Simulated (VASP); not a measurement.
# Pb (Fm-3m) in VASP: density of states with PBE

Aim: the density of states of Pb with PBE.

Program: VASP 6.6.1. These are calculated values, not measurements. Logs are shortened: lines on timing, memory, paths and dates and some standing lists are left out, and cuts for length are marked.

### Step 1. The cell of the first run

Symmetry: Fm-3m, No. 225, cubic system. Conventional cell: a = 4.950 Å, b = 4.950 Å, c = 4.950 Å, α = 90.00°, β = 90.00°, γ = 90.00°. Within 4.6 Å of Pb (site symmetry m-3m) lie 12 Pb at 3.50 Å.

### Step 2. Density of states, PBE

POSCAR

```
Pb
1.0
    0.0000000000      2.4750200000      2.4750200000
    2.4750200000      0.0000000000      2.4750200000
    2.4750200000      2.4750200000      0.0000000000
Pb
1
Direct
    0.0000000000      0.0000000000      0.0000000000
```

INCAR.step1

```
SYSTEM = Pb
ALGO = Normal ; EDIFF = 1E-6
ENCUT = 520 ; GGA = PE
ISIF = 2 ; ISMEAR = 0
LASPH = .True. ; LCHARG = .True.
LREAL = .False. ; LWAVE = .False.
NBANDS = 13 ; NELM = 80
PREC = Accurate ; SIGMA = 0.05
```

KPOINTS.step1

```
k-points
0
Gamma
  12 12 12
  0 0 0
```

INCAR.step2

```
SYSTEM = Pb
ALGO = Normal ; EDIFF = 1E-6
ENCUT = 520 ; GGA = PE
ICHARG = 11 ; ISIF = 2
ISMEAR = -5 ; LASPH = .True.
LCHARG = .False. ; LORBIT = 11
LREAL = .False. ; LWAVE = .False.
NEDOS = 1001 ; NELM = 80
PREC = Accurate ; SIGMA = 0.05
```

KPOINTS.step2

```
k-points
0
Gamma
  18 18 18
  0 0 0
```

Potentials or basis: VASP PAW PBE potentials, release 64 (Pb_d).

On the command line:

```console
cat potpaw_PBE.64/Pb_d/POTCAR > POTCAR
cp INCAR.step1 INCAR
cp KPOINTS.step1 KPOINTS
mpirun -np 1 vasp_std > vasp.out
cp INCAR.step2 INCAR
cp KPOINTS.step2 KPOINTS
mpirun -np 1 vasp_std > vasp.out
```

OUTCAR:

```text
SYSTEM = Pb
   EDIFF = 1E-6
   ENCUT = 520
   GGA = PE
   ICHARG = 11
   ISIF = 2
   ISMEAR = -5
   LASPH = .True.
   LORBIT = 11
   LREAL = .False.
   NELM = 80
   PREC = Accurate

 ion  position               nearest neighbor table
   1  0.000  0.000  0.000-

  LATTYP: Found a face centered cubic cell.
 ALAT       =     4.9500400000

  Lattice vectors:

 A1 = (   0.0000000000,   2.4750200000,   2.4750200000)
 A2 = (   2.4750200000,   0.0000000000,   2.4750200000)
 A3 = (   2.4750200000,   2.4750200000,   0.0000000000)

Analysis of symmetry for initial positions (statically):
=====================================================================
 Subroutine PRICEL returns:
 Original cell was already a primitive cell.

 Routine SETGRP: Setting up the symmetry group for a
 face centered cubic supercell.

 Subroutine GETGRP returns: Found 48 space group operations
 (whereof 48 operations were pure point group operations)
 out of a pool of 48 trial point group operations.

The static configuration has the point symmetry O_h .

Analysis of symmetry for dynamics (positions and initial velocities):
=====================================================================
 Subroutine PRICEL returns:
 Original cell was already a primitive cell.

 Routine SETGRP: Setting up the symmetry group for a
 face centered cubic supercell.

 Subroutine GETGRP returns: Found 48 space group operations
 (whereof 48 operations were pure point group operations)
 out of a pool of 48 trial point group operations.

The dynamic configuration has the point symmetry O_h .

 Subroutine INISYM returns: Found 48 space group operations
 (whereof 48 operations are pure point group operations),
 and found     1 'primitive' translations

----------------------------------------------------------------------------------------

                                     Primitive cell

  volume of cell :      30.3226

  direct lattice vectors                    reciprocal lattice vectors
     0.000000000  2.475020000  2.475020000    -0.202018570  0.202018570  0.202018570
     2.475020000  0.000000000  2.475020000     0.202018570 -0.202018570  0.202018570
     2.475020000  2.475020000  0.000000000     0.202018570  0.202018570 -0.202018570

  length of vectors
     3.500206851  3.500206851  3.500206851     0.349906427  0.349906427  0.349906427

  position of ions in fractional coordinates (direct lattice)
     0.000000000  0.000000000  0.000000000

  ion indices of the primitive-cell ions
   primitive index   ion index
                 1           1

----------------------------------------------------------------------------------------

 KPOINTS: k-points

Automatic generation of k-mesh.
 Grid dimensions read from file:
 generate k-points for:   18   18   18

 Generating k-lattice:

  Cartesian coordinates                     Fractional coordinates (reciprocal lattice)
    -0.011223254  0.011223254  0.011223254     0.055555556  0.000000000  0.000000000
     0.011223254 -0.011223254  0.011223254     0.000000000  0.055555556  0.000000000
     0.011223254  0.011223254 -0.011223254     0.000000000  0.000000000  0.055555556

  Length of vectors
     0.019439246  0.019439246  0.019439246

  Shift w.r.t. Gamma in fractional coordinates (k-lattice)
     0.000000000  0.000000000  0.000000000

 TETIRR: Found    806 inequivalent tetrahedra from    34992

 Subroutine IBZKPT returns following result:
 ===========================================

 Found    195 irreducible k-points:

 Following reciprocal coordinates:
            Coordinates               Weight
  0.000000  0.000000  0.000000      1.000000
  0.055556  0.000000  0.000000      8.000000
  0.111111  0.000000  0.000000      8.000000
  0.166667  0.000000  0.000000      8.000000
  0.222222  0.000000  0.000000      8.000000
  0.277778  0.000000  0.000000      8.000000
[... 16 lines left out ...]
 -0.277778  0.055556  0.000000     24.000000
 -0.222222  0.055556  0.000000     24.000000
 [... further k-points ...]
   k-points           NKPTS =    195   k-points in BZ     NKDIM =    195   number of bands    NBANDS=     11
   number of dos      NEDOS =   1001   number of ions     NIONS =      1
   total plane-waves  NPLWV =  21952
   dimension x,y,z NGX =    28 NGY =   28 NGZ =   28
   dimension x,y,z NGXF=    56 NGYF=   56 NGZF=   56
   ions per type =               1
   NGX,Y,Z   is equivalent  to a cutoff of  13.30, 13.30, 13.30 a.u.
   NGXF,Y,Z  is equivalent  to a cutoff of  26.60, 26.60, 26.60 a.u.
 SYSTEM =  Pb
   PREC   = accura    normal or accurate (medium, high low for compatibility)
   ISTART =      0    job   : 0-new  1-cont  2-samecut
   ICHARG =     11    charge: 1-file 2-atom 10-const
   ISPIN  =      1    spin polarized calculation?
   LNONCOLLINEAR =      F non collinear calculations
   LSORBIT =      F    spin-orbit coupling
   LASPH  =      T    aspherical Exc in radial PAW
   ENCUT  =  520.0 eV  38.22 Ry    6.18 a.u.   6.51  6.51  6.51*2*pi/ulx,y,z
   NELM   =     80;   NELMIN=  2; NELMDL=  0     # of ELM steps
   EDIFF  = 0.1E-05   stopping-criterion for ELM
   LREAL  =      F    real-space projection
   EDIFFG = 0.1E-04   stopping-criterion for IOM
   NSW    =      0    number of steps for IOM
   IBRION =     -1    ionic relax: 0-MD 1-quasi-New 2-CG
   NFREE  =      0    steps in history (QN), initial steepest desc. (CG)
   ISIF   =      2    stress and relaxation
   ISYM   =      2    0-nonsym 1-usesym 2-fastsym
   POTIM  = 0.5000    time-step for ionic-motion
   TEBEG  =    0.0;   TEEND  =   0.0 temperature during run
   PSTRESS=    0.0 pullay stress
   NELECT =      14.0000    total number of electrons
   NUPDOWN=      -1.0000    fix difference up-down
   EMIN   =  10.00;   EMAX   =-10.00  energy-range for DOS
   EFERMI =   0.00;   METHOD = LEGACY
   ISMEAR =    -5;   SIGMA  =   0.05  broadening in eV -4-tet -1-fermi 0-gaus
   EFERMI_NEDOS =   21; number of points for ismear=-14 and -15
   IALGO  =     38    algorithm
   IMIX   =      4    mixing-type and parameters
     AMIX     =   0.40;   BMIX     =  1.00
     AMIX_MAG =   1.60;   BMIX_MAG =  1.00
  volume/ion in A,a.u.               =      30.32       204.63
  Fermi-wavevector in a.u.,A,eV,Ry     =   1.265306  2.391081 21.782907  1.600999
  Thomas-Fermi vector in A             =   2.398566
   LORBIT       =     11    0 simple, 1 ext, 2 COOP (PROOUT), +10 PAW based schemes
   GGA     = PE    functional components
   LHFCALC =     F    Hartree Fock is set to
   AEXX    =    0.0000 exact exchange contribution
   IVDW    =     0    specifies the selected vdW correction
   LEPSILON=     F    determine dielectric tensor
   LRPA    =     F    only Hartree local field effects (RPA)
 non-spin polarized calculation
 Fermi weights with tetrahedron method with Bloechl corrections
  energy-cutoff  :      520.00
  volume of cell :       30.32
 maximum number of plane-waves:       869
 NGX is ok and might be reduce to    28

 number of electron      13.9999999 magnetization

 Free energy of the ion-electron system (eV)
  ---------------------------------------------------
  ext. energy  EPLUGINS =         0.00000000
  ---------------------------------------------------
  free energy    TOTEN  =        -3.55187499 eV

  energy without entropy =       -3.55187499  energy(sigma->0) =       -3.55187499

 E-fermi :   7.3326     XC(G=0): -10.1829

 val. band max:        7.3765834150   @ k =   0.3889   0.2778   0.0556
 cond. band min:       7.3270531549   @ k =  -0.4444   0.3333   0.0556
 fundamental gap:     -0.0495302601
 Fermi energy:         7.3326372857

 k-point     1 :       0.0000    0.0000    0.0000
  band No.  band energies     occupation
      1      -9.7829      2.00000
      2      -9.7829      2.00000
      3      -9.7829      2.00000
      4      -9.6425      2.00000
      5      -9.6425      2.00000
      6      -4.4697      2.00000
      7      14.7028      0.00000
      8      14.7028      0.00000
      9      14.7028      0.00000
     10      17.0465      0.00000
     11      18.6243      0.00000

 k-point     2 :       0.0556    0.0000    0.0000
  band No.  band energies     occupation
      1      -9.7829      2.00000
      2      -9.7783      2.00000
      3      -9.7783      2.00000
      4      -9.6429      2.00000
      5      -9.6429      2.00000
      6      -4.4103      2.00000
      7      13.9220      0.00000
      8      14.6265      0.00000
      9      14.6265      0.00000
     10      16.8846      0.00000
     11      18.9937      0.00000

 k-point     3 :       0.1111    0.0000    0.0000
  band No.  band energies     occupation
      1      -9.7834      2.00000
      2      -9.7664      2.00000
      3      -9.7664      2.00000
      4      -9.6426      2.00000
      5      -9.6426      2.00000
      6      -4.2318      2.00000
      7      12.3334      0.00000
      8      14.4206      0.00000
      9      14.4206      0.00000
     10      16.6545      0.00000
     11      19.5990      0.00000

 k-point     4 :       0.1667    0.0000    0.0000
  band No.  band energies     occupation
      1      -9.7851      2.00000
      2      -9.7533      2.00000
      3      -9.7533      2.00000
      4      -9.6368      2.00000
      5      -9.6368      2.00000
      6      -3.9344      2.00000
      7      10.5864      0.00000
      8      14.1357      0.00000
      9      14.1357      0.00000
     10      16.4557      0.00000
     11      19.8894      0.00000
[... 239 lines left out ...]
 k-point    22 :      -0.3333    0.0556    0.0000
  band No.  band energies     occupation
      1      -9.7982      2.00000
      2      -9.7583      2.00000
      3      -9.7537      2.00000
      4      -9.5664      2.00000
      5      -9.5420      2.00000
      6      -2.1097      2.00000
      7       5.3414      2.00000
      8      12.2441      0.00000
      9      13.4290      0.00000
     10      16.4909      0.00000
     11      17.4204      0.00000

 k-point    23 :      -0.2778    0.0556    0.0000
  band No.  band energies     occupation
      1      -9.7937      2.00000
      2      -9.7497      2.00000
      3      -9.7460      2.00000
      4      -9.6002      2.00000
      5      -9.5682      2.00000
      6      -2.7479      2.00000
      7       6.7656      1.89118
      8      12.4030      0.00000
      9      13.8046      0.00000
     10      16.5882      0.00000
     11      17.8309      0.00000

 k-point    24 :      -0.2222    0.0556    0.0000
  band No.  band energies     occupation
      1      -9.7900      2.00000
      2      -9.7439      2.00000
      3      -9.7416      2.00000
      4      -9.6306      2.00000
      5      -9.5957      2.00000
      6      -3.3049      2.00000
      7       8.3387     -0.12759
      8      12.6478      0.00000
      9      14.1846      0.00000
     10      16.6797      0.00000
     11      18.4033      0.00000

 [... further k-points ...]

------------------------ aborting loop because EDIFF is reached ----------------------------------------

  FORCE on cell =-STRESS in cart. coord.  units (eV):
  Direction    XX          YY          ZZ          XY          YZ          ZX
  --------------------------------------------------------------------------------------
  -------------------------------------------------------------------------------------
  Total        0.3722502      0.3722502      0.3722502     -0.0000000     -0.0000000      0.0000000
  in kB       19.6688699     19.6688699     19.6688699     -0.0000000     -0.0000000      0.0000000
  external PRESSURE =      19.6688699 kB  Pullay stress =       0.0000000 kB

 VOLUME and BASIS-vectors are now :
 -----------------------------------------------------------------------------
  energy-cutoff  :      520.00
  volume of cell :       30.32
      direct lattice vectors                 reciprocal lattice vectors
     0.000000000  2.475020000  2.475020000    -0.202018570  0.202018570  0.202018570
     2.475020000  0.000000000  2.475020000     0.202018570 -0.202018570  0.202018570
     2.475020000  2.475020000  0.000000000     0.202018570  0.202018570 -0.202018570

 POSITION                                       TOTAL-FORCE (eV/Angst)
 -----------------------------------------------------------------------------------
      0.00000      0.00000      0.00000         0.000000      0.000000      0.000000
 -----------------------------------------------------------------------------------
    total drift:                               -0.000000     -0.000000     -0.000000

  FREE ENERGIE OF THE ION-ELECTRON SYSTEM (eV)
  ---------------------------------------------------
  free  energy   TOTEN  =        -3.5518749926 eV

  energy  without entropy=       -3.5518749926  energy(sigma->0) =       -3.55187499

 total charge

# of ion       s       p       d       tot
------------------------------------------
    1        1.403   0.746   9.810  11.958
```

Wall time 59 s (1 thread of Intel Xeon Platinum 8259CL at 2.50GHz (Skylake/Cascade Lake), shared host); peak memory 0.2 GiB.

Results:

```yaml
Valence_electrons_inside_the_program's_atomic_spheres: Pb 11.96
```

Caveat: spin-orbit coupling is left out, which moves the levels of the heavy elements; tetrahedron occupations give inexact forces and stress in metals.
